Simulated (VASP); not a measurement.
# Ta in VASP: a series of runs

Aim: see how the results for Ta move with the level of theory and the settings. Levels: PBE, RPBE+D3(BJ). Tasks: single point.

All numbers are computed with VASP 6.6.1; they aren't measurements. Logs are shortened: lines on timing, memory, paths and dates and some standing lists are left out, and cuts for length are marked.

## 1. The cell of the first run

The typed cell holds 2 atoms: a = 2.900 Å, b = 2.900 Å, c = 5.166 Å, α = 90.00°, β = 90.00°, γ = 120.00°.

## 2. Single point, PBE (atoms moved at random)

INCAR reads:

```
SYSTEM = Ta
PREC = Accurate
ENCUT = 520
EDIFF = 1E-7
ISMEAR = -1
SIGMA = 0.05
LREAL = .False.
LASPH = .True.
NELM = 100
ALGO = Fast
ISIF = 2
LWAVE = .False.
LCHARG = .True.
GGA = PE
LELF = .True.
LVHAR = .True.
NBANDS = 18
```

KPOINTS reads:

```
Automatic mesh
0
Gamma
  11 11 5
  0 0 0
```

POSCAR reads:

```
Ta
1.0
    2.9003720726      0.0000000000      0.0000000000
   -1.4501860363      2.5117958953      0.0000000000
    0.0000000000      0.0000000000      5.1662740000
Ta
2
Direct
    0.3303170000      0.6724740000      0.2428560000
    0.6626000000      0.3249700000      0.7592610000
```

Potentials or basis: VASP PAW PBE potentials, release 64 (Ta_pv).

Run with:

```sh
$ cat potpaw_PBE.64/Ta_pv/POTCAR > POTCAR
$ mpirun -np 1 vasp_std > vasp.out
```

OUTCAR:

```text
SYSTEM = Ta
   PREC = Accurate
   ENCUT = 520
   EDIFF = 1E-7
   ISMEAR = -1
   LREAL = .False.
   LASPH = .True.
   NELM = 100
   ISIF = 2
   GGA = PE

 ion  position               nearest neighbor table
   1  0.330  0.672  0.243-   2 2.99   2 3.01   2 3.03   2 3.13   2 3.15   2 3.17
   2  0.663  0.325  0.759-   1 2.99   1 3.01   1 3.03   1 3.13   1 3.15   1 3.17

  LATTYP: Found a hexagonal cell.
 ALAT       =     2.9003720726
 C/A-ratio  =     1.7812452577

  Lattice vectors:

 A1 = (   2.9003720726,   0.0000000000,   0.0000000000)
 A2 = (  -1.4501860363,   2.5117958953,   0.0000000000)
 A3 = (   0.0000000000,   0.0000000000,   5.1662740000)

Analysis of symmetry for initial positions (statically):
=====================================================================
 Subroutine PRICEL returns:
 Original cell was already a primitive cell.

 Routine SETGRP: Setting up the symmetry group for a
 hexagonal supercell.

 Subroutine GETGRP returns: Found  2 space group operations
 (whereof  1 operations were pure point group operations)
 out of a pool of 24 trial point group operations.

The static configuration has the point symmetry C_1 .
 The point group associated with its full space group is S_2 .

Analysis of symmetry for dynamics (positions and initial velocities):
=====================================================================
 Subroutine PRICEL returns:
 Original cell was already a primitive cell.

 Routine SETGRP: Setting up the symmetry group for a
 hexagonal supercell.

 Subroutine GETGRP returns: Found  2 space group operations
 (whereof  1 operations were pure point group operations)
 out of a pool of 24 trial point group operations.

The dynamic configuration has the point symmetry C_1 .
 The point group associated with its full space group is S_2 .

 Subroutine INISYM returns: Found  2 space group operations
 (whereof  1 operations are pure point group operations),
 and found     1 'primitive' translations

----------------------------------------------------------------------------------------

                                     Primitive cell

  volume of cell :      37.6370

  direct lattice vectors                    reciprocal lattice vectors
     2.900372073  0.000000000  0.000000000     0.344783350  0.199060760  0.000000000
    -1.450186036  2.511795895  0.000000000     0.000000000  0.398121520  0.000000000
     0.000000000  0.000000000  5.166274000     0.000000000  0.000000000  0.193563098

  length of vectors
     2.900372073  2.900372073  5.166274000     0.398121520  0.398121520  0.193563098

  position of ions in fractional coordinates (direct lattice)
     0.330317000  0.672474000  0.242856000
     0.662600000  0.324970000  0.759261000

  ion indices of the primitive-cell ions
   primitive index   ion index
                 1           1
                 2           2

----------------------------------------------------------------------------------------

 KPOINTS: Automatic mesh

Automatic generation of k-mesh.
 Grid dimensions read from file:
 generate k-points for:   11   11    5

 Generating k-lattice:

  Cartesian coordinates                     Fractional coordinates (reciprocal lattice)
     0.031343941  0.018096433  0.000000000     0.090909091 -0.000000000  0.000000000
     0.000000000  0.036192865  0.000000000     0.000000000  0.090909091  0.000000000
     0.000000000  0.000000000  0.038712620     0.000000000  0.000000000  0.200000000

  Length of vectors
     0.036192865  0.036192865  0.038712620

  Shift w.r.t. Gamma in fractional coordinates (k-lattice)
     0.000000000  0.000000000  0.000000000

 Subroutine IBZKPT returns following result:
 ===========================================

 Found    303 irreducible k-points:

 Following reciprocal coordinates:
            Coordinates               Weight
  0.000000  0.000000  0.000000      1.000000
  0.090909  0.000000  0.000000      2.000000
  0.000000  0.090909  0.000000      2.000000
 -0.090909  0.090909  0.000000      2.000000
  0.181818  0.000000  0.000000      2.000000
  0.000000  0.181818  0.000000      2.000000
[... 16 lines left out ...]
 -0.181818  0.272727  0.000000      2.000000
  0.090909  0.181818  0.000000      2.000000
 [... further k-points ...]
   k-points           NKPTS =    303   k-points in BZ     NKDIM =    303   number of bands    NBANDS=     18
   number of dos      NEDOS =    301   number of ions     NIONS =      2
   total plane-waves  NPLWV =  23040
   dimension x,y,z NGX =    24 NGY =   24 NGZ =   40
   dimension x,y,z NGXF=    48 NGYF=   48 NGZF=   80
   ions per type =               2
   NGX,Y,Z   is equivalent  to a cutoff of  13.76, 13.76, 12.87 a.u.
   NGXF,Y,Z  is equivalent  to a cutoff of  27.51, 27.51, 25.74 a.u.
 SYSTEM =  Ta
   PREC   = accura    normal or accurate (medium, high low for compatibility)
   ISTART =      0    job   : 0-new  1-cont  2-samecut
   ICHARG =      2    charge: 1-file 2-atom 10-const
   ISPIN  =      1    spin polarized calculation?
   LNONCOLLINEAR =      F non collinear calculations
   LSORBIT =      F    spin-orbit coupling
   LASPH  =      T    aspherical Exc in radial PAW
   ENCUT  =  520.0 eV  38.22 Ry    6.18 a.u.   5.39  5.39  9.61*2*pi/ulx,y,z
   NELM   =    100;   NELMIN=  2; NELMDL= -5     # of ELM steps
   EDIFF  = 0.1E-06   stopping-criterion for ELM
   LREAL  =      F    real-space projection
   EDIFFG = 0.1E-05   stopping-criterion for IOM
   NSW    =      0    number of steps for IOM
   IBRION =     -1    ionic relax: 0-MD 1-quasi-New 2-CG
   NFREE  =      0    steps in history (QN), initial steepest desc. (CG)
   ISIF   =      2    stress and relaxation
   ISYM   =      2    0-nonsym 1-usesym 2-fastsym
   POTIM  = 0.5000    time-step for ionic-motion
   TEBEG  =    0.0;   TEEND  =   0.0 temperature during run
   PSTRESS=    0.0 pullay stress
   NELECT =      22.0000    total number of electrons
   NUPDOWN=      -1.0000    fix difference up-down
   EMIN   =  10.00;   EMAX   =-10.00  energy-range for DOS
   EFERMI =   0.00;   METHOD = LEGACY
   ISMEAR =    -1;   SIGMA  =   0.05  broadening in eV -4-tet -1-fermi 0-gaus
   EFERMI_NEDOS =   21; number of points for ismear=-14 and -15
   IALGO  =     68    algorithm
   IMIX   =      4    mixing-type and parameters
     AMIX     =   0.40;   BMIX     =  1.00
     AMIX_MAG =   1.60;   BMIX_MAG =  1.00
  volume/ion in A,a.u.               =      18.82       126.99
  Fermi-wavevector in a.u.,A,eV,Ry     =   1.368812  2.586680 25.492516  1.873647
  Thomas-Fermi vector in A             =   2.494743
   LORBIT       =      0    0 simple, 1 ext, 2 COOP (PROOUT), +10 PAW based schemes
   GGA     = PE    functional components
   LHFCALC =     F    Hartree Fock is set to
   AEXX    =    0.0000 exact exchange contribution
   IVDW    =     0    specifies the selected vdW correction
   LEPSILON=     F    determine dielectric tensor
   LRPA    =     F    only Hartree local field effects (RPA)
 non-spin polarized calculation
 RMM-DIIS sequential band-by-band and
  energy-cutoff  :      520.00
  volume of cell :       37.64
 maximum number of plane-waves:      1039
 NGX is ok and might be reduce to    24
   NGX = 11   NGY = 11   NGZ = 19

 number of electron      21.9999999 magnetization

 Free energy of the ion-electron system (eV)
  ---------------------------------------------------
  ext. energy  EPLUGINS =         0.00000000
  ---------------------------------------------------
  free energy    TOTEN  =       -23.04980436 eV

  energy without entropy =      -23.03104114  energy(sigma->0) =      -23.04042275

 E-fermi :   5.5912     XC(G=0): -12.3781

 val. band max:        5.5859281491   @ k =   0.1818  -0.4545   0.2000
 cond. band min:       5.6025911555   @ k =  -0.0909  -0.2727  -0.4000
 fundamental gap:      0.0166630064
 Fermi energy:         5.5911603434

 k-point     1 :       0.0000    0.0000    0.0000
  band No.  band energies     occupation
      1     -29.0028      2.00000
      2     -28.1780      2.00000
      3     -28.0696      2.00000
      4     -28.0665      2.00000
      5     -27.9892      2.00000
      6     -27.9765      2.00000
[... 10 lines left out ...]
     17      10.5911      0.00000
     18      10.8094      0.00000

 k-point     2 :       0.0909    0.0000    0.0000
  band No.  band energies     occupation
      1     -28.9768      2.00000
      2     -28.1871      2.00000
      3     -28.1467      2.00000
      4     -28.0908      2.00000
      5     -28.0697      2.00000
      6     -27.9973      2.00000
[... 10 lines left out ...]
     17      10.8067      0.00000
     18      11.3562      0.00000

 k-point     3 :       0.0000    0.0909    0.0000
  band No.  band energies     occupation
      1     -28.9763      2.00000
      2     -28.1880      2.00000
      3     -28.1470      2.00000
      4     -28.0901      2.00000
      5     -28.0635      2.00000
      6     -28.0036      2.00000
[... 10 lines left out ...]
     17      10.7433      0.00000
     18      11.4257      0.00000

 k-point     4 :      -0.0909    0.0909    0.0000
  band No.  band energies     occupation
      1     -28.9773      2.00000
      2     -28.1863      2.00000
      3     -28.1458      2.00000
      4     -28.0921      2.00000
      5     -28.0736      2.00000
      6     -27.9933      2.00000
[... 375 lines left out ...]
      4     -28.2050      2.00000
      5     -28.1986      2.00000
      6     -28.0983      2.00000
[... 10 lines left out ...]
     17      10.9137      0.00000
     18      13.6607      0.00000

 k-point    23 :      -0.1818    0.2727    0.0000
  band No.  band energies     occupation
      1     -28.8408      2.00000
      2     -28.5339      2.00000
      3     -28.4734      2.00000
      4     -28.2070      2.00000
      5     -28.1992      2.00000
      6     -28.1013      2.00000
[... 10 lines left out ...]
     17      10.8450      0.00000
     18      13.7119      0.00000

 k-point    24 :       0.0909    0.1818    0.0000
  band No.  band energies     occupation
      1     -28.8359      2.00000
      2     -28.5324      2.00000
      3     -28.4696      2.00000
      4     -28.2082      2.00000
      5     -28.2025      2.00000
      6     -28.1079      2.00000
[... 10 lines left out ...]
     17      10.7938      0.00000
     18      13.6603      0.00000

 [... further k-points ...]

------------------------ aborting loop because EDIFF is reached ----------------------------------------

  FORCE on cell =-STRESS in cart. coord.  units (eV):
  Direction    XX          YY          ZZ          XY          YZ          ZX
  --------------------------------------------------------------------------------------
  -------------------------------------------------------------------------------------
  Total       -0.3651843     -0.0284674      0.1505262      0.0730783      0.0304374     -0.0146755
  in kB      -15.5455893     -1.2118328      6.4077736      3.1108818      1.2956945     -0.6247250
  external PRESSURE =      -3.4498829 kB  Pullay stress =       0.0000000 kB

 VOLUME and BASIS-vectors are now :
 -----------------------------------------------------------------------------
  energy-cutoff  :      520.00
  volume of cell :       37.64
      direct lattice vectors                 reciprocal lattice vectors
     2.900372073  0.000000000  0.000000000     0.344783350  0.199060760  0.000000000
    -1.450186036  2.511795895  0.000000000     0.000000000  0.398121520  0.000000000
     0.000000000  0.000000000  5.166274000     0.000000000  0.000000000  0.193563098

 POSITION                                       TOTAL-FORCE (eV/Angst)
 -----------------------------------------------------------------------------------
     -0.01717      1.68912      1.25466        -0.022949      0.040161      0.945545
      1.45052      0.81626      3.92255         0.022949     -0.040161     -0.945545
 -----------------------------------------------------------------------------------
    total drift:                                0.000005      0.000002     -0.000003

  FREE ENERGIE OF THE ION-ELECTRON SYSTEM (eV)
  ---------------------------------------------------
  free  energy   TOTEN  =       -23.0498043650 eV

  energy  without entropy=      -23.0310411369  energy(sigma->0) =      -23.04042275
```

Wall time 2.4 min (1 thread of Intel Xeon Platinum 8488C (Sapphire Rapids), shared host); peak memory 0.28 GiB.

What came out:

* Free energy: -23.0498 eV
* Pressure: -0.3 GPa
* Largest force: 0.947 eV/Å
* Band gap on the k mesh: zero (band 11 reaches 6.55 eV, above the bottom of band 12 at 5.03 eV)

Forces in eV/Å, atoms in the order of the input:
```
Ta  -0.023  0.040  0.946
Ta   0.023 -0.040 -0.946
```

Caveat: the cell differs from its parent crystal (atoms moved at random); spin-orbit coupling is left out, which moves the levels of the heavy elements.

[end of part 1 of 2]
